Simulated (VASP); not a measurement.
# Cu in VASP: further runs

Cu is run at these levels: PBEsol; tasks: single point.

Program: VASP 6.6.1. These are calculated values, not measurements. Logs are shortened: lines on timing, memory, paths and dates and some standing lists are left out, and cuts for length are marked.

**1. The cell of the first run**

The cell holds a slab with vacuum, 9 atoms: a = 2.520 Å, b = 3.563 Å, c = 25.079 Å, α = 90.00°, β = 90.00°, γ = 90.00°.

**2. Single point, PBEsol**

The input, INCAR:

```
SYSTEM = Cu
ALGO = Normal
DIPOL = 0.5 0.5 0.500
EDIFF = 1E-7
ENCUT = 520
GGA = PS
IDIPOL = 3
ISIF = 2
ISMEAR = 0
LASPH = .TRUE.
LCHARG = .FALSE.
LDIPOL = .TRUE.
LREAL = .FALSE.
LWAVE = .FALSE.
NBANDS = 60
NELM = 60
PREC = Accurate
SIGMA = 0.1
```

The input, KPOINTS:

```
k-points
0
G
  14 10 1
  0 0 0
```

The input, POSCAR:

```
Cu
1.0
    2.5196845177      0.0000000000      0.0000000000
    0.0000000000      3.5633720178      0.0000000000
    0.0000000000      0.0000000000     25.0787380707
Cu
9
Direct
    0.5000000000      0.5000000000      0.2990581097
    0.0000000000      0.0000000000      0.3492935822
    0.5000000000      0.5000000000      0.3995290548
    0.0000000000      0.0000000000      0.4497645274
    0.5000000000      0.5000000000      0.5000000000
    0.0000000000      0.0000000000      0.5502354726
    0.5000000000      0.5000000000      0.6004709452
    0.0000000000      0.0000000000      0.6507064178
    0.5000000000      0.5000000000      0.7009418903
```

Potentials or basis: VASP PAW PBE potentials, release 64 (Cu).

On the command line:

```
> cat potpaw_PBE.64/Cu/POTCAR > POTCAR
> mpirun -np 1 vasp_std > vasp.out
```

OUTCAR:

```text
SYSTEM = Cu
   EDIFF = 1E-7
   ENCUT = 520
   GGA = PS
   ISIF = 2
   ISMEAR = 0
   LASPH = .TRUE.
   LREAL = .FALSE.
   NELM = 60
   PREC = Accurate

 ion  position               nearest neighbor table
   1  0.500  0.500  0.299-   3 2.52   2 2.52   2 2.52   2 2.52   2 2.52
   2  0.000  0.000  0.349-   1 2.52   1 2.52   1 2.52   1 2.52   3 2.52   3 2.52   3 2.52   3 2.52
                             4 2.52
   3  0.500  0.500  0.400-   1 2.52   2 2.52   4 2.52   2 2.52   4 2.52   2 2.52   4 2.52   2 2.52
                             4 2.52   5 2.52
   4  0.000  0.000  0.450-   3 2.52   5 2.52   3 2.52   5 2.52   3 2.52   5 2.52   3 2.52   5 2.52
                             2 2.52   6 2.52
   5  0.500  0.500  0.500-   4 2.52   6 2.52   4 2.52   6 2.52   4 2.52   6 2.52   4 2.52   6 2.52
                             3 2.52   7 2.52
   6  0.000  0.000  0.550-   5 2.52   7 2.52   5 2.52   7 2.52   5 2.52   7 2.52   5 2.52   7 2.52
                             4 2.52   8 2.52
   7  0.500  0.500  0.600-   9 2.52   8 2.52   6 2.52   6 2.52   8 2.52   6 2.52   8 2.52   6 2.52
                             8 2.52   5 2.52
   8  0.000  0.000  0.651-   9 2.52   9 2.52   9 2.52   9 2.52   7 2.52   7 2.52   7 2.52   7 2.52
                             6 2.52
   9  0.500  0.500  0.701-   7 2.52   8 2.52   8 2.52   8 2.52   8 2.52

  LATTYP: Found a simple orthorhombic cell.
 ALAT       =     2.5196845177
 B/A-ratio  =     1.4142135624
 C/A-ratio  =     9.9531262325

  Lattice vectors:

 A1 = (   2.5196845177,   0.0000000000,   0.0000000000)
 A2 = (   0.0000000000,   3.5633720178,   0.0000000000)
 A3 = (   0.0000000000,   0.0000000000,  25.0787380707)

Analysis of symmetry for initial positions (statically):
=====================================================================
 Subroutine PRICEL returns:
 Original cell was already a primitive cell.

 Routine SETGRP: Setting up the symmetry group for a
 simple orthorhombic supercell.

 Subroutine GETGRP returns: Found  8 space group operations
 (whereof  8 operations were pure point group operations)
 out of a pool of  8 trial point group operations.

The static configuration has the point symmetry D_2h.

Analysis of symmetry for dynamics (positions and initial velocities):
=====================================================================
 Subroutine PRICEL returns:
 Original cell was already a primitive cell.

 Routine SETGRP: Setting up the symmetry group for a
 simple orthorhombic supercell.

 Subroutine GETGRP returns: Found  8 space group operations
 (whereof  8 operations were pure point group operations)
 out of a pool of  8 trial point group operations.

The dynamic configuration has the point symmetry D_2h.

 Subroutine INISYM returns: Found  8 space group operations
 (whereof  8 operations are pure point group operations),
 and found     1 'primitive' translations

----------------------------------------------------------------------------------------

                                     Primitive cell

  volume of cell :     225.1713

  direct lattice vectors                    reciprocal lattice vectors
     2.519684518  0.000000000  0.000000000     0.396875082  0.000000000  0.000000000
     0.000000000  3.563372018  0.000000000     0.000000000  0.280633062  0.000000000
     0.000000000  0.000000000 25.078738071     0.000000000  0.000000000  0.039874415

  length of vectors
     2.519684518  3.563372018 25.078738071     0.396875082  0.280633062  0.039874415

  position of ions in fractional coordinates (direct lattice)
     0.500000000  0.500000000  0.299058110
     0.000000000  0.000000000  0.349293582
     0.500000000  0.500000000  0.399529055
     0.000000000  0.000000000  0.449764527
     0.500000000  0.500000000  0.500000000
     0.000000000  0.000000000  0.550235473
     0.500000000  0.500000000  0.600470945
     0.000000000  0.000000000  0.650706418
     0.500000000  0.500000000  0.700941890

  ion indices of the primitive-cell ions
   primitive index   ion index
                 1           1
                 2           2
                 3           3
                 4           4
                 5           5
                 6           6
                 7           7
                 8           8
                 9           9

----------------------------------------------------------------------------------------

 KPOINTS: k-points

Automatic generation of k-mesh.
 Grid dimensions read from file:
 generate k-points for:   14   10    1

 Generating k-lattice:

  Cartesian coordinates                     Fractional coordinates (reciprocal lattice)
     0.028348220  0.000000000  0.000000000     0.071428571  0.000000000  0.000000000
     0.000000000  0.028063306  0.000000000     0.000000000  0.100000000  0.000000000
     0.000000000  0.000000000  0.039874415     0.000000000  0.000000000  1.000000000

  Length of vectors
     0.028348220  0.028063306  0.039874415

  Shift w.r.t. Gamma in fractional coordinates (k-lattice)
     0.000000000  0.000000000  0.000000000

 Subroutine IBZKPT returns following result:
 ===========================================

 Found     48 irreducible k-points:

 Following reciprocal coordinates:
            Coordinates               Weight
  0.000000  0.000000  0.000000      1.000000
  0.071429  0.000000  0.000000      2.000000
  0.142857  0.000000  0.000000      2.000000
  0.214286  0.000000  0.000000      2.000000
  0.285714  0.000000  0.000000      2.000000
  0.357143  0.000000  0.000000      2.000000
[... 16 lines left out ...]
  0.428571  0.200000  0.000000      4.000000
  0.500000  0.200000  0.000000      2.000000
 [... further k-points ...]
   k-points           NKPTS =     48   k-points in BZ     NKDIM =     48   number of bands    NBANDS=     60
   number of dos      NEDOS =    301   number of ions     NIONS =      9
   total plane-waves  NPLWV = 107520
   dimension x,y,z NGX =    20 NGY =   28 NGZ =  192
   dimension x,y,z NGXF=    40 NGYF=   56 NGZF=  384
   ions per type =               9
   NGX,Y,Z   is equivalent  to a cutoff of  13.20, 13.06, 12.73 a.u.
   NGXF,Y,Z  is equivalent  to a cutoff of  26.39, 26.13, 25.46 a.u.
 SYSTEM =  Cu
   PREC   = accura    normal or accurate (medium, high low for compatibility)
   ISTART =      0    job   : 0-new  1-cont  2-samecut
   ICHARG =      2    charge: 1-file 2-atom 10-const
   ISPIN  =      1    spin polarized calculation?
   LNONCOLLINEAR =      F non collinear calculations
   LSORBIT =      F    spin-orbit coupling
   LASPH  =      T    aspherical Exc in radial PAW
   ENCUT  =  520.0 eV  38.22 Ry    6.18 a.u.   4.68  6.63 46.63*2*pi/ulx,y,z
   NELM   =     60;   NELMIN=  2; NELMDL= -5     # of ELM steps
   EDIFF  = 0.1E-06   stopping-criterion for ELM
   LREAL  =      F    real-space projection
   EDIFFG = 0.1E-05   stopping-criterion for IOM
   NSW    =      0    number of steps for IOM
   IBRION =     -1    ionic relax: 0-MD 1-quasi-New 2-CG
   NFREE  =      0    steps in history (QN), initial steepest desc. (CG)
   ISIF   =      2    stress and relaxation
   ISYM   =      2    0-nonsym 1-usesym 2-fastsym
   POTIM  = 0.5000    time-step for ionic-motion
   TEBEG  =    0.0;   TEEND  =   0.0 temperature during run
   PSTRESS=    0.0 pullay stress
   NELECT =      99.0000    total number of electrons
   NUPDOWN=      -1.0000    fix difference up-down
   EMIN   =  10.00;   EMAX   =-10.00  energy-range for DOS
   EFERMI =   0.00;   METHOD = LEGACY
   ISMEAR =     0;   SIGMA  =   0.10  broadening in eV -4-tet -1-fermi 0-gaus
   EFERMI_NEDOS =   21; number of points for ismear=-14 and -15
   IALGO  =     38    algorithm
   IMIX   =      4    mixing-type and parameters
     AMIX     =   0.40;   BMIX     =  1.00
     AMIX_MAG =   1.60;   BMIX_MAG =  1.00
  volume/ion in A,a.u.               =      25.02       168.84
  Fermi-wavevector in a.u.,A,eV,Ry     =   1.244846  2.352417 21.084147  1.549641
  Thomas-Fermi vector in A             =   2.379094
   LORBIT       =      0    0 simple, 1 ext, 2 COOP (PROOUT), +10 PAW based schemes
   GGA     = PS    functional components
   LHFCALC =     F    Hartree Fock is set to
   AEXX    =    0.0000 exact exchange contribution
   IVDW    =     0    specifies the selected vdW correction
   LEPSILON=     F    determine dielectric tensor
   LRPA    =     F    only Hartree local field effects (RPA)
 non-spin polarized calculation
 Gauss-broadening in eV      SIGMA  =   0.10
  energy-cutoff  :      520.00
  volume of cell :      225.17
 maximum number of plane-waves:      6104
 NGX is ok and might be reduce to    20
   NGX =  9   NGY = 13   NGZ = 93

 number of electron      98.9999935 magnetization

 dipolmoment           0.000000      0.000000      0.000000 electrons x Angstroem

 Free energy of the ion-electron system (eV)
  ---------------------------------------------------
  ext. energy  EPLUGINS =         0.00000000
  ---------------------------------------------------
  free energy    TOTEN  =       -36.62379452 eV

  energy without entropy =      -36.61240594  energy(sigma->0) =      -36.61810023

 E-fermi :   1.1868     XC(G=0):  -6.7601

 val. band max:        1.1616396091   @ k =   0.1429   0.4000   0.0000
 cond. band min:       1.2176148585   @ k =   0.0000   0.4000   0.0000
 fundamental gap:      0.0559752495
 Fermi energy:         1.1867512364

 k-point     1 :       0.0000    0.0000    0.0000
  band No.  band energies     occupation
      1      -8.2247      2.00000
      2      -7.4114      2.00000
      3      -6.1802      2.00000
      4      -4.7638      2.00000
      5      -3.7986      2.00000
      6      -3.5348      2.00000
[... 52 lines left out ...]
     59       6.7143      0.00000
     60       8.3589      0.00000

 k-point     2 :       0.0714    0.0000    0.0000
  band No.  band energies     occupation
      1      -8.0978      2.00000
      2      -7.2881      2.00000
      3      -6.0656      2.00000
      4      -4.6684      2.00000
      5      -3.7422      2.00000
      6      -3.4715      2.00000
[... 52 lines left out ...]
     59       6.8332      0.00000
     60       8.4962      0.00000

 k-point     3 :       0.1429    0.0000    0.0000
  band No.  band energies     occupation
      1      -7.7220      2.00000
      2      -6.9250      2.00000
      3      -5.7343      2.00000
      4      -4.4118      2.00000
      5      -3.5881      2.00000
      6      -3.3506      2.00000
[... 1312 lines left out ...]
     59       8.1088      0.00000
     60       9.2963      0.00000

 k-point    24 :       0.5000    0.2000    0.0000
  band No.  band energies     occupation
      1      -3.7521      2.00000
      2      -3.7371      2.00000
      3      -3.6345      2.00000
      4      -3.6210      2.00000
      5      -3.5466      2.00000
      6      -3.4116      2.00000
[... 52 lines left out ...]
     59       8.6072      0.00000
     60       8.6605      0.00000

 [... further k-points ...]

------------------------ aborting loop because EDIFF is reached ----------------------------------------

 vacuum level on the upper side and lower side of the slab       (xc-potential included)        -0.101        -0.101

  FORCE on cell =-STRESS in cart. coord.  units (eV):
  Direction    XX          YY          ZZ          XY          YZ          ZX
  --------------------------------------------------------------------------------------
  -------------------------------------------------------------------------------------
  Total       -1.7905850     -2.5547451     -1.3547159      0.0000000      0.0000000      0.0000000
  in kB      -12.7406772    -18.1779600     -9.6393069      0.0000000      0.0000000      0.0000000
  external PRESSURE =     -13.5193147 kB  Pullay stress =       0.0000000 kB

 VOLUME and BASIS-vectors are now :
 -----------------------------------------------------------------------------
  energy-cutoff  :      520.00
  volume of cell :      225.17
      direct lattice vectors                 reciprocal lattice vectors
     2.519684518  0.000000000  0.000000000     0.396875082  0.000000000  0.000000000
     0.000000000  3.563372018  0.000000000     0.000000000  0.280633062  0.000000000
     0.000000000  0.000000000 25.078738071     0.000000000  0.000000000  0.039874415

 POSITION                                       TOTAL-FORCE (eV/Angst)
 -----------------------------------------------------------------------------------
      1.25984      1.78169      7.50000        -0.000000      0.000000      0.444548
      0.00000      0.00000      8.75984        -0.000000      0.000000     -0.393174
      1.25984      1.78169     10.01968        -0.000000      0.000000     -0.051178
      0.00000      0.00000     11.27953        -0.000000      0.000000      0.014109
      1.25984      1.78169     12.53937        -0.000000      0.000000      0.000000
      0.00000      0.00000     13.79921         0.000000     -0.000000     -0.014109
      1.25984      1.78169     15.05905        -0.000000      0.000000      0.051178
      0.00000      0.00000     16.31890        -0.000000      0.000000      0.393174
      1.25984      1.78169     17.57874        -0.000000      0.000000     -0.444548
 -----------------------------------------------------------------------------------
    total drift:                               -0.000000      0.000000      0.000000

  FREE ENERGIE OF THE ION-ELECTRON SYSTEM (eV)
  ---------------------------------------------------
  free  energy   TOTEN  =       -36.6237945208 eV

  energy  without entropy=      -36.6124059399  energy(sigma->0) =      -36.61810023

 vacuum level on the upper side and lower side of the slab         5.521         5.521
```

Run time: 37 min. Hardware: 1 thread of Intel Xeon 8259CL, shared host; peak memory 0.6 GiB.

What came out:

| Item | Value |
| --- | --- |
| Free energy | -36.6238 eV |
| Largest force | 0.445 eV/Å |
| Band gap on the k mesh | zero (an odd number of electrons rules out a gap without spin polarisation) |

Forces in eV/Å, atoms in the order of the input:
```
Cu   0.000  0.000  0.445
Cu   0.000  0.000 -0.393
Cu   0.000  0.000 -0.051
Cu   0.000  0.000  0.014
Cu   0.000  0.000  0.000
Cu   0.000  0.000 -0.014
Cu   0.000  0.000  0.051
Cu   0.000  0.000  0.393
Cu   0.000  0.000 -0.445
```

Caveat: the PAW data sets were made with another functional, which shifts forces and pressure a little.

**3. Single point, PBEsol**

The input, INCAR:

```
ALGO = Normal
DIPOL = 0.5 0.5 0.500
EDIFF = 1E-6
ENCUT = 520
GGA = PS
IDIPOL = 3
ISIF = 2
ISMEAR = 0
LASPH = T
LCHARG = F
LDIPOL = T
LREAL = F
LWAVE = F
NBANDS = 60
NELM = 60
PREC = Accurate
SIGMA = 0.1
```

The input, KPOINTS:

```
k-points
0
Gamma
  14 10 1
```

The input, POSCAR:

```
Cu
1.0
    2.5196845177      0.0000000000      0.0000000000
    0.0000000000      3.5633720178      0.0000000000
    0.0000000000      0.0000000000     25.0787380707
Cu
9
Direct
    0.5000000000      0.5000000000      0.3029766429
    0.0000000000      0.0000000000      0.3482322002
    0.5000000000      0.5000000000      0.4002876599
    0.0000000000      0.0000000000      0.4498119701
    0.5000000000      0.5000000000      0.4999999994
    0.0000000000      0.0000000000      0.5501880287
    0.5000000000      0.5000000000      0.5997123392
    0.0000000000      0.0000000000      0.6517678027
    0.5000000000      0.5000000000      0.6970233567
```

Potentials or basis: VASP PAW PBE potentials, release 64 (Cu).

On the command line:

```
> cat potpaw_PBE.64/Cu/POTCAR > POTCAR
> mpirun -np 1 vasp_std > vasp.out
```

It took 18 min on 1 thread of Intel Xeon Platinum 8259CL at 2.50GHz (Skylake/Cascade Lake), shared host; peak memory 0.59 GiB.

It converged, with:

```yaml
Free_energy: -36.6748 eV
Largest_force: 0.040 eV/Å
Band_gap_on_the_k_mesh: zero (an odd number of electrons rules out a gap without spin polarisation)
```

Forces in eV/Å, atoms in the order of the input:
```
Cu   0.000  0.000 -0.040
Cu   0.000  0.000 -0.001
Cu   0.000  0.000 -0.003
Cu   0.000  0.000  0.001
Cu   0.000  0.000  0.000
Cu   0.000  0.000 -0.001
Cu   0.000  0.000  0.003
Cu   0.000  0.000  0.001
Cu   0.000  0.000  0.040
```

Levels at points of the mesh, in eV from the Fermi level:
| k point | band 47 | band 48 | band 49 | band 50 | band 51 | band 52 |
| --- | --- | --- | --- | --- | --- | --- |
| (0.00, 0.00, 0.00) | -1.59 | -1.41 | -1.40 | -0.92 | 0.27 | 1.98 |
| (0.50, 0.00, 0.00) | -0.15 | 0.06 | 0.14 | 0.56 | 0.56 | 1.07 |
| (0.00, 0.50, 0.00) | -1.54 | -1.54 | -1.50 | -1.50 | -1.39 | -1.26 |
| (0.50, 0.50, 0.00) | -0.34 | 0.85 | 1.04 | 2.45 | 2.70 | 4.05 |

Caveat: the PAW data sets were made with another functional, which shifts forces and pressure a little.

The gap in the log of VASP goes by the Fermi energy; the results here count the filled bands.